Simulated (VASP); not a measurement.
# BN (P6_3/mmc) in VASP: a series of runs, part 2 of 2

VASP 6.6.1.

### Step 4. Single point, PBE (strain +0.1312 x Voigt [1, 1, 0, 0, 0, 0])

File INCAR:

```
PREC     = Accurate       # precision mode
ENCUT    = 520            # plane-wave cutoff, eV
EDIFF    = 1E-6           # SCF threshold, eV
ISMEAR   = 0              # smearing method
SIGMA    = 0.05           # smearing width, eV
LREAL    = F              # projectors in reciprocal space
LASPH    = T              # aspherical terms in the spheres
NELM     = 60             # most SCF steps
ALGO     = Normal         # electronic algorithm
ISIF     = 2              # what is computed and relaxed
LWAVE    = F              # write WAVECAR
LCHARG   = F              # write CHGCAR
GGA      = PE             # functional
NBANDS   = 16             # bands
```

File KPOINTS:

```
Automatic mesh
0
Gamma
  12 12 4
```

File POSCAR:

```
BN
1.0
    2.8325154159      0.0000000000      0.0000000000
   -1.4162577080      2.4530303068      0.0000000000
    0.0000000000      0.0000000000      6.6612000000
B N
2 2
Direct
    0.3333333333      0.6666666667      0.2500000000
    0.6666666667      0.3333333333      0.7500000000
    0.3333333333      0.6666666667      0.7500000000
    0.6666666667      0.3333333333      0.2500000000
```

Started as:

```sh
> cat potpaw_PBE.64/B/POTCAR potpaw_PBE.64/N/POTCAR > POTCAR
> mpirun -np 1 vasp_std > vasp.out
```

Wall time 53 s (1 thread of Intel Xeon 8259CL, shared host); peak memory 0.18 GiB.

Results (log left out):

```
Free energy            : -32.3286 eV
Pressure               : -48.6 GPa
Band gap on the k mesh : 3.54 eV, indirect (least direct gap 3.69 eV)
```

Stress tensor (GPa, compression positive):
```
-73.59   0.00   0.00
  0.00 -73.59   0.00
  0.00   0.00   1.37
```

Levels at points of the mesh, in eV from the valence-band top:
```csv
k point,band 4,band 5,band 6,band 7,band 8,band 9,band 10,band 11,band 12,band 13
"(0.00, 0.00, 0.00)",-2.41,-1.68,-1.68,-1.62,-1.62,4.11,6.29,8.28,8.64,8.64
"(0.50, 0.00, 0.00)",-7.53,-3.67,-3.56,-1.28,-0.18,3.54,4.69,6.19,6.25,11.00
"(0.00, 0.00, 0.50)",-3.72,-1.65,-1.65,-1.65,-1.65,5.47,5.47,8.39,8.39,8.72
"(0.50, 0.00, 0.50)",-7.59,-3.61,-3.61,-0.69,-0.69,3.86,3.86,6.32,6.32,11.52
```

Caveat: the cell differs from its parent crystal (strain +0.1312 x Voigt [1, 1, 0, 0, 0, 0]); this functional lacks dispersion, which binds the layers, so the pressure and a relaxed spacing across them are unreliable. A k mesh can miss the band edges.

### Step 5. Single point, PBE (strain +0.1500 x Voigt [1, 1, 0, 0, 0, 0])

File INCAR:

```
PREC = Accurate
ENCUT = 520
EDIFF = 1E-6
ISMEAR = 0
SIGMA = 0.05
LREAL = F
LASPH = T
NELM = 80
ALGO = Normal
ISIF = 2
LWAVE = F
LCHARG = F
GGA = PE
NBANDS = 16
```

KPOINTS is that of step 4.

POSCAR, as its differences from that of step 4:

```diff
@@ -2,4 +2,4 @@
 1.0
-    2.8325154159      0.0000000000      0.0000000000
-   -1.4162577080      2.4530303068      0.0000000000
+    2.8795904600      0.0000000000      0.0000000000
+   -1.4397952300      2.4937984908      0.0000000000
     0.0000000000      0.0000000000      6.6612000000
```

Potentials or basis: VASP PAW PBE potentials, release 64 (B, N).

Started as:

```sh
> cat potpaw_PBE.64/B/POTCAR potpaw_PBE.64/N/POTCAR > POTCAR
> mpirun -np 1 vasp_std > vasp.out
```

OUTCAR:

```text
PREC = Accurate
   ENCUT = 520
   EDIFF = 1E-6
   ISMEAR = 0
   LREAL = F
   LASPH = T
   NELM = 80
   ISIF = 2
   GGA = PE

 ion  position               nearest neighbor table
   1  0.333  0.667  0.250-   4 1.66   4 1.66   4 1.66
   2  0.667  0.333  0.750-   3 1.66   3 1.66   3 1.66
   3  0.333  0.667  0.750-   2 1.66   2 1.66   2 1.66
   4  0.667  0.333  0.250-   1 1.66   1 1.66   1 1.66

  LATTYP: Found a hexagonal cell.
 ALAT       =     2.8795904600
 C/A-ratio  =     2.3132456134

  Lattice vectors:

 A1 = (   2.8795904600,   0.0000000000,   0.0000000000)
 A2 = (  -1.4397952300,   2.4937984908,   0.0000000000)
 A3 = (   0.0000000000,   0.0000000000,   6.6612000000)

Analysis of symmetry for initial positions (statically):
=====================================================================
 Subroutine PRICEL returns:
 Original cell was already a primitive cell.

 Routine SETGRP: Setting up the symmetry group for a
 hexagonal supercell.

 Subroutine GETGRP returns: Found 24 space group operations
 (whereof 12 operations were pure point group operations)
 out of a pool of 24 trial point group operations.

The static configuration has the point symmetry D_3d.
 The point group associated with its full space group is D_6h.

Analysis of symmetry for dynamics (positions and initial velocities):
=====================================================================
 Subroutine PRICEL returns:
 Original cell was already a primitive cell.

 Routine SETGRP: Setting up the symmetry group for a
 hexagonal supercell.

 Subroutine GETGRP returns: Found 24 space group operations
 (whereof 12 operations were pure point group operations)
 out of a pool of 24 trial point group operations.

The dynamic configuration has the point symmetry D_3d.
 The point group associated with its full space group is D_6h.

 Subroutine INISYM returns: Found 24 space group operations
[... 122 lines left out ...]
  volume/ion in A,a.u.               =      11.96        80.70
  Fermi-wavevector in a.u.,A,eV,Ry     =   1.136405  2.147495 17.570800  1.291417
  Thomas-Fermi vector in A             =   2.273111
   LORBIT       =      0    0 simple, 1 ext, 2 COOP (PROOUT), +10 PAW based schemes
   GGA     = PE    functional components
   LHFCALC =     F    Hartree Fock is set to
   AEXX    =    0.0000 exact exchange contribution
   IVDW    =     0    specifies the selected vdW correction
   LEPSILON=     F    determine dielectric tensor
   LRPA    =     F    only Hartree local field effects (RPA)
 non-spin polarized calculation
 Gauss-broadening in eV      SIGMA  =   0.05
  energy-cutoff  :      520.00
  volume of cell :       47.83
 maximum number of plane-waves:      1321
 NGX is ok and might be reduce to    24
   NGX = 11   NGY = 11   NGZ = 25

 number of electron      15.9999998 magnetization

 Free energy of the ion-electron system (eV)
  ---------------------------------------------------
  ext. energy  EPLUGINS =         0.00000000
  ---------------------------------------------------
  free energy    TOTEN  =       -31.59803577 eV

  energy without entropy =      -31.59803577  energy(sigma->0) =      -31.59803577

 E-fermi :   0.9936     XC(G=0):  -9.1940

 val. band max:        0.7394607359   @ k =   0.3333   0.2500   0.0000
 cond. band min:       4.1835286218   @ k =   0.5000  -0.0000   0.0000
 fundamental gap:      3.4440678859
 Fermi energy:         0.9936215128

 k-point     1 :       0.0000    0.0000    0.0000
  band No.  band energies     occupation
      1     -14.9033      2.00000
      2     -14.5812      2.00000
      3      -3.8018      2.00000
      4      -1.4834      2.00000
      5      -0.9678      2.00000
      6      -0.9678      2.00000
[... 433 lines left out ...]
      3      -5.3896      2.00000
      4      -5.3072      2.00000
      5      -2.4603      2.00000
      6      -2.3825      2.00000
[... 8 lines left out ...]
     15      13.5033      0.00000
     16      13.5770      0.00000

 [... further k-points ...]

------------------------ aborting loop because EDIFF is reached ----------------------------------------

  FORCE on cell =-STRESS in cart. coord.  units (eV):
  Direction    XX          YY          ZZ          XY          YZ          ZX
  --------------------------------------------------------------------------------------
  -------------------------------------------------------------------------------------
  Total      -23.0973098    -23.0973098      0.3315000      0.0000000      0.0000000      0.0000000
  in kB     -773.6195294   -773.6195293     11.1032357      0.0000000      0.0000000      0.0000000
  external PRESSURE =    -512.0452743 kB  Pullay stress =       0.0000000 kB

 VOLUME and BASIS-vectors are now :
 -----------------------------------------------------------------------------
  energy-cutoff  :      520.00
  volume of cell :       47.83
      direct lattice vectors                 reciprocal lattice vectors
     2.879590460  0.000000000  0.000000000     0.347271605  0.200497354  0.000000000
    -1.439795230  2.493798491  0.000000000     0.000000000  0.400994709  0.000000000
     0.000000000  0.000000000  6.661200000     0.000000000  0.000000000  0.150123101

 POSITION                                       TOTAL-FORCE (eV/Angst)
 -----------------------------------------------------------------------------------
     -0.00000      1.66253      1.66530         0.000000     -0.000000      0.000000
      1.43980      0.83127      4.99590        -0.000000      0.000000      0.000000
     -0.00000      1.66253      4.99590         0.000000     -0.000000      0.000000
      1.43980      0.83127      1.66530         0.000000      0.000000      0.000000
 -----------------------------------------------------------------------------------
    total drift:                               -0.000000      0.000000      0.000000

  FREE ENERGIE OF THE ION-ELECTRON SYSTEM (eV)
  ---------------------------------------------------
  free  energy   TOTEN  =       -31.5980357661 eV

  energy  without entropy=      -31.5980357661  energy(sigma->0) =      -31.59803577
```

OSZICAR:

```text
N       E                     dE             d eps       ncg     rms          rms(c)
DAV:   1     0.471162086890E+02    0.47116E+02   -0.74352E+03  1824   0.891E+02
DAV:   2    -0.295631013692E+02   -0.76679E+02   -0.68665E+02  2640   0.193E+02
DAV:   3    -0.334615371374E+02   -0.38984E+01   -0.38783E+01  2384   0.441E+01
DAV:   4    -0.334934417869E+02   -0.31905E-01   -0.31892E-01  2256   0.442E+00
DAV:   5    -0.334937946752E+02   -0.35289E-03   -0.35283E-03  2336   0.440E-01    0.871E+00
DAV:   6    -0.316499485280E+02    0.18438E+01   -0.43881E+00  2352   0.160E+01    0.371E+00
DAV:   7    -0.316169109209E+02    0.33038E-01   -0.30012E-01  1960   0.479E+00    0.248E+00
DAV:   8    -0.316056487664E+02    0.11262E-01   -0.11848E-01  2472   0.234E+00    0.707E-01
DAV:   9    -0.315972445769E+02    0.84042E-02   -0.12851E-02  2264   0.986E-01    0.153E-01
DAV:  10    -0.315979314060E+02   -0.68683E-03   -0.21728E-03  2160   0.300E-01    0.315E-02
DAV:  11    -0.315980358933E+02   -0.10449E-03   -0.10759E-04  2448   0.634E-02    0.212E-02
DAV:  12    -0.315980357661E+02    0.12721E-06   -0.68344E-06  2040   0.186E-02
   1 F= -.31598036E+02 E0= -.31598036E+02  d E =-.352703E-14
```

It took 50 s on 1 thread of Intel Xeon 8259CL, shared host; peak memory 0.18 GiB.

What came out:

```
Free energy            : -31.5980 eV
Pressure               : -51.2 GPa
Band gap on the k mesh : 3.44 eV, indirect (least direct gap 3.56 eV)
```

Stress tensor (GPa, compression positive):
```
-77.36   0.00   0.00
  0.00 -77.36   0.00
  0.00   0.00   1.11
```

Levels at points of the mesh, in eV from the valence-band top:
```
           k point  band 4  band 5  band 6  band 7  band 8  band 9  band 10  band 11  band 12  band 13
(0.00, 0.00, 0.00)   -2.22   -1.71   -1.71   -1.63   -1.63    3.76     5.59     7.96     8.29     8.29
(0.50, 0.00, 0.00)   -7.37   -3.60   -3.48   -1.26   -0.15    3.44     4.56     5.78     5.82    10.72
(0.00, 0.00, 0.50)   -3.54   -1.67   -1.67   -1.67   -1.67    4.95     4.95     7.99     7.99     8.38
(0.50, 0.00, 0.50)   -7.44   -3.54   -3.54   -0.66   -0.66    3.74     3.74     5.89     5.89    11.21
```

Caveat: the cell differs from its parent crystal (strain +0.1500 x Voigt [1, 1, 0, 0, 0, 0]); this functional lacks dispersion, which binds the layers, so the pressure and a relaxed spacing across them are unreliable. A k mesh can miss the band edges.

### Step 6. Overview

```csv
cell,gap on the mesh (eV),pressure (GPa)
"a = 2.692, b = 2.692, c = 6.661 Å, angles 90.0, 90.0, 120.0°, 4 atoms",3.85,-35.1
"a = 2.786, b = 2.786, c = 6.661 Å, angles 90.0, 90.0, 120.0°, 4 atoms",3.64,-45.2
"a = 2.833, b = 2.833, c = 6.661 Å, angles 90.0, 90.0, 120.0°, 4 atoms",3.54,-48.6
"a = 2.880, b = 2.880, c = 6.661 Å, angles 90.0, 90.0, 120.0°, 4 atoms",3.44,-51.2
```

Alike in all rows: task single point; level PBE; potentials or basis VASP PAW PBE potentials, release 64 (B, N); no spin polarisation; k mesh 12 × 12 × 4; cutoff (eV) 520; smearing gaussian 0.05 eV.

Caveats: this functional lacks dispersion, which binds the layers, so the pressure and a relaxed spacing across them are unreliable.

Absolute energies hang on the potentials; compare differences alone.
